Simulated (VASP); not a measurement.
# KBr (I4/mmm) in VASP: notebook

The runs below take KBr through single point, with r2SCAN.

Everything below comes from runs of VASP 6.6.1. Logs are shortened: lines on timing, memory, paths and dates and some standing lists are left out, and cuts for length are marked.

### 1 The cell of the first run

The structure is tetragonal, space group I4/mmm (No. 139). Conventional cell: a = 4.726 Å, b = 4.726 Å, c = 6.783 Å, α = 90.00°, β = 90.00°, γ = 90.00°. K (site symmetry 4/mmm) has 6 Br at 3.34 to 3.39 Å within 4.4 Å. Within 4.4 Å of Br (site symmetry 4/mmm) lie 6 K at 3.34 to 3.39 Å.

### 2 Single point, r2SCAN (strain +0.015 along x and y, +0.030 along z)

Contents of POSCAR:

```
KBr
1.0
    0.0000000000      3.3418875000      3.3912750000
    3.3418875000      0.0000000000      3.3912750000
    3.3418875000      3.3418875000      0.0000000000
K Br
1 1
Direct
    0.0000000000      0.0000000000      0.0000000000
    0.5000000000      0.5000000000      0.5000000000
```

Contents of INCAR.step1:

```
SYSTEM = KBr
PREC = Accurate ; ENCUT = 520
ISMEAR = 0 ; SIGMA = 0.05
LREAL = .False. ; LASPH = .True.
NELM = 100 ; NBANDS = 15
GGA = PE ; ALGO = Normal
EDIFF = 1E-4 ; LWAVE = .True.
LCHARG = .False.
```

Contents of INCAR.step2:

```
SYSTEM = KBr
PREC = Accurate ; ENCUT = 520
EDIFF = 1E-6 ; ISMEAR = 0
SIGMA = 0.05 ; LREAL = .False.
LASPH = .True. ; NELM = 100
ALGO = Normal ; ISIF = 2
LWAVE = .False. ; LCHARG = .False.
METAGGA = R2SCAN ; LMIXTAU = .True.
NBANDS = 15 ; ISTART = 1
```

Contents of KPOINTS:

```
regular mesh
0
Gamma
  6 6 6
  0 0 0
```

Potentials or basis: VASP PAW PBE potentials, release 64 (K_sv, Br).

Started as:

```bash
$ cat potpaw_PBE.64/K_sv/POTCAR potpaw_PBE.64/Br/POTCAR > POTCAR
$ cp INCAR.step1 INCAR
$ mpirun -np 1 vasp_std > vasp.out
$ cp INCAR.step2 INCAR
$ mpirun -np 1 vasp_std > vasp.out
```

OUTCAR:

```text
SYSTEM = KBr
   PREC = Accurate
   ENCUT = 520
   EDIFF = 1E-6
   ISMEAR = 0
   LREAL = .False.
   LASPH = .True.
   NELM = 100
   ISIF = 2
   METAGGA = R2SCAN
   ISTART = 1

 ion  position               nearest neighbor table
   1  0.000  0.000  0.000-
   2  0.500  0.500  0.500-

  LATTYP: Found a body centered tetragonal cell.
 ALAT       =     4.7261426264
 C/A-ratio  =     1.4351132702

  Lattice vectors:

 A1 = (  -3.3418875000,   0.0000000000,   3.3912750000)
 A2 = (   3.3418875000,   0.0000000000,   3.3912750000)
 A3 = (   0.0000000000,   3.3418875000,  -3.3912750000)

Analysis of symmetry for initial positions (statically):
=====================================================================
 Subroutine PRICEL returns:
 Original cell was already a primitive cell.

 Routine SETGRP: Setting up the symmetry group for a
 body centered tetragonal supercell.

 Subroutine GETGRP returns: Found 16 space group operations
 (whereof 16 operations were pure point group operations)
 out of a pool of 16 trial point group operations.

The static configuration has the point symmetry D_4h.

Analysis of symmetry for dynamics (positions and initial velocities):
=====================================================================
 Subroutine PRICEL returns:
 Original cell was already a primitive cell.

 Routine SETGRP: Setting up the symmetry group for a
 body centered tetragonal supercell.

 Subroutine GETGRP returns: Found 16 space group operations
 (whereof 16 operations were pure point group operations)
 out of a pool of 16 trial point group operations.

The dynamic configuration has the point symmetry D_4h.

 Subroutine INISYM returns: Found 16 space group operations
 (whereof 16 operations are pure point group operations),
 and found     1 'primitive' translations

----------------------------------------------------------------------------------------

                                     Primitive cell

  volume of cell :      75.7490

  direct lattice vectors                    reciprocal lattice vectors
     0.000000000  3.341887500  3.391275000    -0.149616048  0.149616048  0.147437173
     3.341887500  0.000000000  3.391275000     0.149616048 -0.149616048  0.147437173
     3.341887500  3.341887500  0.000000000     0.149616048  0.149616048 -0.147437173

  length of vectors
     4.761192938  4.761192938  4.726142626     0.257890759  0.257890759  0.257890759
[... 89 lines left out ...]
   POTIM  = 0.5000    time-step for ionic-motion
   TEBEG  =    0.0;   TEEND  =   0.0 temperature during run
   PSTRESS=    0.0 pullay stress
   NELECT =      16.0000    total number of electrons
   NUPDOWN=      -1.0000    fix difference up-down
   EMIN   =  10.00;   EMAX   =-10.00  energy-range for DOS
   EFERMI =   0.00;   METHOD = LEGACY
   ISMEAR =     0;   SIGMA  =   0.05  broadening in eV -4-tet -1-fermi 0-gaus
   EFERMI_NEDOS =   21; number of points for ismear=-14 and -15
   IALGO  =     38    algorithm
   IMIX   =      4    mixing-type and parameters
     AMIX     =   0.40;   BMIX     =  1.00
     AMIX_MAG =   1.60;   BMIX_MAG =  1.00
  volume/ion in A,a.u.               =      37.87       255.59
  Fermi-wavevector in a.u.,A,eV,Ry     =   0.974966  1.842418 12.933125  0.950558
  Thomas-Fermi vector in A             =   2.105467
   LORBIT       =      0    0 simple, 1 ext, 2 COOP (PROOUT), +10 PAW based schemes
   METAGGA = R2SCAN    functional components
   LHFCALC =     F    Hartree Fock is set to
   AEXX    =    0.0000 exact exchange contribution
   IVDW    =     0    specifies the selected vdW correction
   LEPSILON=     F    determine dielectric tensor
   LRPA    =     F    only Hartree local field effects (RPA)
 non-spin polarized calculation
 Gauss-broadening in eV      SIGMA  =   0.05
  energy-cutoff  :      520.00
  volume of cell :       75.75
 maximum number of plane-waves:      2069
   NGX = 17   NGY = 17   NGZ = 17

 number of electron      16.0000001 magnetization

 Free energy of the ion-electron system (eV)
  ---------------------------------------------------
  ext. energy  EPLUGINS =         0.00000000
  ---------------------------------------------------
  free energy    TOTEN  =       -23.24023623 eV

  energy without entropy =      -23.24023623  energy(sigma->0) =      -23.24023623

 E-fermi :  -2.0751     XC(G=0):  -7.5230

 val. band max:       -2.3448421190   @ k =   0.0000   0.0000   0.0000
 cond. band min:       2.5877849508   @ k =   0.0000   0.0000   0.0000
 fundamental gap:      4.9326270698
 Fermi energy:        -2.0750950071

 k-point     1 :       0.0000    0.0000    0.0000
  band No.  band energies     occupation
      1     -31.3456      2.00000
      2     -15.0127      2.00000
      3     -14.0490      2.00000
      4     -14.0462      2.00000
      5     -14.0462      2.00000
      6      -2.3496      2.00000
      7      -2.3448      2.00000
      8      -2.3448      2.00000
      9       2.5878      0.00000
     10       5.8220      0.00000
     11       5.9087      0.00000
     12       5.9087      0.00000
     13       6.7937      0.00000
     14       6.8611      0.00000
[... 401 lines left out ...]
      2     -14.9974      2.00000
      3     -14.0916      2.00000
      4     -14.0704      2.00000
      5     -14.0092      2.00000
      6      -3.0944      2.00000
      7      -2.7414      2.00000
      8      -2.6254      2.00000
      9       4.4667      0.00000
     10       5.6467      0.00000
     11       7.0988      0.00000
     12       7.9533      0.00000
     13       8.0815      0.00000
     14       8.7369      0.00000
     15       9.2249      0.00000

 [... further k-points ...]

------------------------ aborting loop because EDIFF is reached ----------------------------------------

  FORCE on cell =-STRESS in cart. coord.  units (eV):
  Direction    XX          YY          ZZ          XY          YZ          ZX
  --------------------------------------------------------------------------------------
  -------------------------------------------------------------------------------------
  Total       -0.2633048     -0.2633048     -0.4400490      0.0000000     -0.0000000     -0.0000000
  in kB       -5.5691986     -5.5691986     -9.3075412      0.0000000     -0.0000000     -0.0000000
  external PRESSURE =      -6.8153128 kB  Pullay stress =       0.0000000 kB

 VOLUME and BASIS-vectors are now :
 -----------------------------------------------------------------------------
  energy-cutoff  :      520.00
  volume of cell :       75.75
      direct lattice vectors                 reciprocal lattice vectors
     0.000000000  3.341887500  3.391275000    -0.149616048  0.149616048  0.147437173
     3.341887500  0.000000000  3.391275000     0.149616048 -0.149616048  0.147437173
     3.341887500  3.341887500  0.000000000     0.149616048  0.149616048 -0.147437173

 POSITION                                       TOTAL-FORCE (eV/Angst)
 -----------------------------------------------------------------------------------
      0.00000      0.00000      0.00000         0.000000     -0.000000     -0.000000
      3.34189      3.34189      3.39127        -0.000000      0.000000      0.000000
 -----------------------------------------------------------------------------------
    total drift:                                0.000000      0.000000      0.000000

  FREE ENERGIE OF THE ION-ELECTRON SYSTEM (eV)
  ---------------------------------------------------
  free  energy   TOTEN  =       -23.2402362260 eV

  energy  without entropy=      -23.2402362260  energy(sigma->0) =      -23.24023623
```

Run time: 58 s. Hardware: 1 thread of Intel Xeon 6975P-C (Granite Rapids), shared host; peak memory 0.23 GiB.

Results:

| Item | Value |
| --- | --- |
| Free energy | -23.2402 eV |
| Pressure | -0.7 GPa |
| Band gap on the k mesh | 4.93 eV |

Caveat: the cell differs from its parent crystal (strain +0.015 along x and y, +0.030 along z); the PAW data sets were made with another functional, which shifts forces and pressure a little.

### 3 Single point, r2SCAN (strain +0.030 along x and y, +0.015 along z)

Contents of POSCAR:

```
KBr
1.0
    0.0000000000      3.3912750000      3.3418875000
    3.3912750000      0.0000000000      3.3418875000
    3.3912750000      3.3912750000      0.0000000000
K Br
1 1
Direct
    0.0000000000      0.0000000000      0.0000000000
    0.5000000000      0.5000000000      0.5000000000
```

Contents of INCAR.step1:

```
SYSTEM = KBr
ALGO = Normal ; EDIFF = 1E-4
ENCUT = 520 ; GGA = PE
ISMEAR = 0 ; LASPH = .True.
LCHARG = .False. ; LREAL = .False.
LWAVE = .True. ; NBANDS = 15
NELM = 100 ; PREC = Accurate
SIGMA = 0.05
```

Contents of INCAR.step2:

```
SYSTEM = KBr
ALGO = Normal ; EDIFF = 1E-7
ENCUT = 520 ; ISIF = 2
ISMEAR = 0 ; ISTART = 1
LASPH = .True. ; LCHARG = .False.
LMIXTAU = .True. ; LREAL = .False.
LWAVE = .False. ; METAGGA = R2SCAN
NBANDS = 15 ; NELM = 100
PREC = Accurate ; SIGMA = 0.05
```

Contents of KPOINTS:

```
k-points
0
Gamma
  6 6 6
  0 0 0
```

Potentials or basis: VASP PAW PBE potentials, release 64 (K_sv, Br).

Started as:

```bash
$ cat potpaw_PBE.64/K_sv/POTCAR potpaw_PBE.64/Br/POTCAR > POTCAR
$ cp INCAR.step1 INCAR
$ mpirun -np 1 vasp_std > vasp.out
$ cp INCAR.step2 INCAR
$ mpirun -np 1 vasp_std > vasp.out
```

OUTCAR:

```text
SYSTEM = KBr
   EDIFF = 1E-7
   ENCUT = 520
   ISIF = 2
   ISMEAR = 0
   ISTART = 1
   LASPH = .True.
   LREAL = .False.
   METAGGA = R2SCAN
   NELM = 100
   PREC = Accurate

 ion  position               nearest neighbor table
   1  0.000  0.000  0.000-
   2  0.500  0.500  0.500-

  LATTYP: Found a body centered tetragonal cell.
 ALAT       =     4.7959870987
 C/A-ratio  =     1.3936182192

  Lattice vectors:

 A1 = (   0.0000000000,  -3.3912750000,  -3.3418875000)
 A2 = (   0.0000000000,   3.3912750000,  -3.3418875000)
 A3 = (   3.3912750000,   0.0000000000,   3.3418875000)

Analysis of symmetry for initial positions (statically):
=====================================================================
 Subroutine PRICEL returns:
 Original cell was already a primitive cell.

 Routine SETGRP: Setting up the symmetry group for a
 body centered tetragonal supercell.

 Subroutine GETGRP returns: Found 16 space group operations
 (whereof 16 operations were pure point group operations)
 out of a pool of 16 trial point group operations.

The static configuration has the point symmetry D_4h.

Analysis of symmetry for dynamics (positions and initial velocities):
=====================================================================
 Subroutine PRICEL returns:
 Original cell was already a primitive cell.

 Routine SETGRP: Setting up the symmetry group for a
 body centered tetragonal supercell.

 Subroutine GETGRP returns: Found 16 space group operations
 (whereof 16 operations were pure point group operations)
 out of a pool of 16 trial point group operations.

The dynamic configuration has the point symmetry D_4h.

 Subroutine INISYM returns: Found 16 space group operations
 (whereof 16 operations are pure point group operations),
 and found     1 'primitive' translations

----------------------------------------------------------------------------------------

                                     Primitive cell

  volume of cell :      76.8684

  direct lattice vectors                    reciprocal lattice vectors
     0.000000000  3.391275000  3.341887500    -0.147437173  0.147437173  0.149616048
     3.391275000  0.000000000  3.341887500     0.147437173 -0.147437173  0.149616048
     3.391275000  3.391275000  0.000000000     0.147437173  0.147437173 -0.149616048

  length of vectors
     4.761192938  4.761192938  4.795987099     0.256632815  0.256632815  0.256632815

  position of ions in fractional coordinates (direct lattice)
     0.000000000  0.000000000  0.000000000
     0.500000000  0.500000000  0.500000000

  ion indices of the primitive-cell ions
   primitive index   ion index
                 1           1
                 2           2

----------------------------------------------------------------------------------------

 KPOINTS: k-points

Automatic generation of k-mesh.
 Grid dimensions read from file:
 generate k-points for:    6    6    6

 Generating k-lattice:

  Cartesian coordinates                     Fractional coordinates (reciprocal lattice)
[... 21 lines left out ...]
  0.166667  0.166667  0.000000      2.000000
  0.333333  0.166667  0.000000      8.000000
[... 16 lines left out ...]
  0.333333  0.000000  0.333333      4.000000
  0.500000  0.000000  0.333333     16.000000
 [... further k-points ...]
   k-points           NKPTS =     30   k-points in BZ     NKDIM =     30   number of bands    NBANDS=     15
   number of dos      NEDOS =    301   number of ions     NIONS =      2
   total plane-waves  NPLWV =  46656
   dimension x,y,z NGX =    36 NGY =   36 NGZ =   36
   dimension x,y,z NGXF=    72 NGYF=   72 NGZF=   72
   ions per type =               1   1
   NGX,Y,Z   is equivalent  to a cutoff of  12.57, 12.57, 12.48 a.u.
   NGXF,Y,Z  is equivalent  to a cutoff of  25.14, 25.14, 24.96 a.u.
 SYSTEM =  KBr
   PREC   = accura    normal or accurate (medium, high low for compatibility)
   ISTART =      1    job   : 0-new  1-cont  2-samecut
   ICHARG =      0    charge: 1-file 2-atom 10-const
   ISPIN  =      1    spin polarized calculation?
   LNONCOLLINEAR =      F non collinear calculations
   LSORBIT =      F    spin-orbit coupling
   LASPH  =      T    aspherical Exc in radial PAW
   ENCUT  =  520.0 eV  38.22 Ry    6.18 a.u.   8.85  8.85  8.92*2*pi/ulx,y,z
   NELM   =    100;   NELMIN=  2; NELMDL=  0     # of ELM steps
   EDIFF  = 0.1E-06   stopping-criterion for ELM
   LREAL  =      F    real-space projection
   EDIFFG = 0.1E-05   stopping-criterion for IOM
   NSW    =      0    number of steps for IOM
   IBRION =     -1    ionic relax: 0-MD 1-quasi-New 2-CG
   NFREE  =      0    steps in history (QN), initial steepest desc. (CG)
   ISIF   =      2    stress and relaxation
   ISYM   =      2    0-nonsym 1-usesym 2-fastsym
   POTIM  = 0.5000    time-step for ionic-motion
   TEBEG  =    0.0;   TEEND  =   0.0 temperature during run
   PSTRESS=    0.0 pullay stress
   NELECT =      16.0000    total number of electrons
   NUPDOWN=      -1.0000    fix difference up-down
   EMIN   =  10.00;   EMAX   =-10.00  energy-range for DOS
   EFERMI =   0.00;   METHOD = LEGACY
   ISMEAR =     0;   SIGMA  =   0.05  broadening in eV -4-tet -1-fermi 0-gaus
   EFERMI_NEDOS =   21; number of points for ismear=-14 and -15
   IALGO  =     38    algorithm
   IMIX   =      4    mixing-type and parameters
     AMIX     =   0.40;   BMIX     =  1.00
     AMIX_MAG =   1.60;   BMIX_MAG =  1.00
  volume/ion in A,a.u.               =      38.43       259.37
  Fermi-wavevector in a.u.,A,eV,Ry     =   0.970210  1.833430 12.807253  0.941307
  Thomas-Fermi vector in A             =   2.100326
   LORBIT       =      0    0 simple, 1 ext, 2 COOP (PROOUT), +10 PAW based schemes
   METAGGA = R2SCAN    functional components
   LHFCALC =     F    Hartree Fock is set to
   AEXX    =    0.0000 exact exchange contribution
   IVDW    =     0    specifies the selected vdW correction
   LEPSILON=     F    determine dielectric tensor
   LRPA    =     F    only Hartree local field effects (RPA)
 non-spin polarized calculation
 Gauss-broadening in eV      SIGMA  =   0.05
  energy-cutoff  :      520.00
  volume of cell :       76.87
 maximum number of plane-waves:      2098
   NGX = 17   NGY = 17   NGZ = 17

 number of electron      16.0000003 magnetization

 Free energy of the ion-electron system (eV)
  ---------------------------------------------------
  ext. energy  EPLUGINS =         0.00000000
  ---------------------------------------------------
  free energy    TOTEN  =       -23.23497393 eV

  energy without entropy =      -23.23497393  energy(sigma->0) =      -23.23497393

 E-fermi :  -2.1678     XC(G=0):  -7.4607

 val. band max:       -2.3958396813   @ k =   0.0000   0.0000   0.0000
 cond. band min:       2.4970738842   @ k =   0.0000   0.0000   0.0000
 fundamental gap:      4.8929135655
 Fermi energy:        -2.1678240329

 k-point     1 :       0.0000    0.0000    0.0000
  band No.  band energies     occupation
      1     -31.4319      2.00000
      2     -15.0486      2.00000
      3     -14.1331      2.00000
      4     -14.1331      2.00000
      5     -14.1304      2.00000
      6      -2.3999      2.00000
      7      -2.3999      2.00000
      8      -2.3958      2.00000
      9       2.4971      0.00000
     10       5.7944      0.00000
     11       5.7944      0.00000
     12       5.8801      0.00000
     13       6.7264      0.00000
     14       6.7967      0.00000
[... 401 lines left out ...]
      2     -15.0365      2.00000
      3     -14.1761      2.00000
      4     -14.1520      2.00000
      5     -14.0917      2.00000
      6      -3.1339      2.00000
      7      -2.7807      2.00000
      8      -2.6617      2.00000
      9       4.4353      0.00000
     10       5.5362      0.00000
     11       6.9606      0.00000
     12       7.8635      0.00000
     13       7.9377      0.00000
     14       8.6440      0.00000
     15       9.0681      0.00000

 [... further k-points ...]

------------------------ aborting loop because EDIFF is reached ----------------------------------------

  FORCE on cell =-STRESS in cart. coord.  units (eV):
  Direction    XX          YY          ZZ          XY          YZ          ZX
  --------------------------------------------------------------------------------------
  -------------------------------------------------------------------------------------
  Total       -0.4709462     -0.4709462     -0.2955063      0.0000000     -0.0000000      0.0000000
  in kB       -9.8159880     -9.8159880     -6.1592735      0.0000000     -0.0000000      0.0000000
  external PRESSURE =      -8.5970832 kB  Pullay stress =       0.0000000 kB

 VOLUME and BASIS-vectors are now :
 -----------------------------------------------------------------------------
  energy-cutoff  :      520.00
  volume of cell :       76.87
      direct lattice vectors                 reciprocal lattice vectors
     0.000000000  3.391275000  3.341887500    -0.147437173  0.147437173  0.149616048
     3.391275000  0.000000000  3.341887500     0.147437173 -0.147437173  0.149616048
     3.391275000  3.391275000  0.000000000     0.147437173  0.147437173 -0.149616048

 POSITION                                       TOTAL-FORCE (eV/Angst)
 -----------------------------------------------------------------------------------
      0.00000      0.00000      0.00000        -0.000000     -0.000000      0.000000
      3.39127      3.39127      3.34189         0.000000      0.000000      0.000000
 -----------------------------------------------------------------------------------
    total drift:                                0.000000      0.000000      0.000000

  FREE ENERGIE OF THE ION-ELECTRON SYSTEM (eV)
  ---------------------------------------------------
  free  energy   TOTEN  =       -23.2349739305 eV

  energy  without entropy=      -23.2349739305  energy(sigma->0) =      -23.23497393
```

It took 69 s on 1 thread of Intel Xeon 6975P-C (Granite Rapids), shared host; peak memory 0.23 GiB.

What came out:

```
Free energy            : -23.2350 eV
Pressure               : -0.9 GPa
Band gap on the k mesh : 4.89 eV
```

Levels at points of the mesh, in eV from the valence-band top:
| k point | band 4 | band 5 | band 6 | band 7 | band 8 | band 9 | band 10 | band 11 | band 12 | band 13 |
| --- | --- | --- | --- | --- | --- | --- | --- | --- | --- | --- |
| (0.00, 0.00, 0.00) | -11.74 | -11.73 | 0.00 | 0.00 | 0.00 | 4.89 | 8.19 | 8.19 | 8.28 | 9.12 |
| (0.50, 0.00, 0.00) | -11.74 | -11.52 | -1.04 | -0.28 | -0.28 | 6.98 | 8.61 | 10.35 | 10.35 | 10.54 |
| (0.50, 0.50, 0.00) | -11.77 | -11.77 | -0.74 | -0.28 | -0.28 | 6.41 | 7.79 | 9.80 | 10.11 | 10.33 |
| (0.50, 0.00, 0.50) | -11.76 | -11.76 | -0.76 | -0.27 | -0.26 | 6.43 | 7.77 | 9.72 | 10.08 | 10.32 |

Caveat: the cell differs from its parent crystal (strain +0.030 along x and y, +0.015 along z); the PAW data sets were made with another functional, which shifts forces and pressure a little.
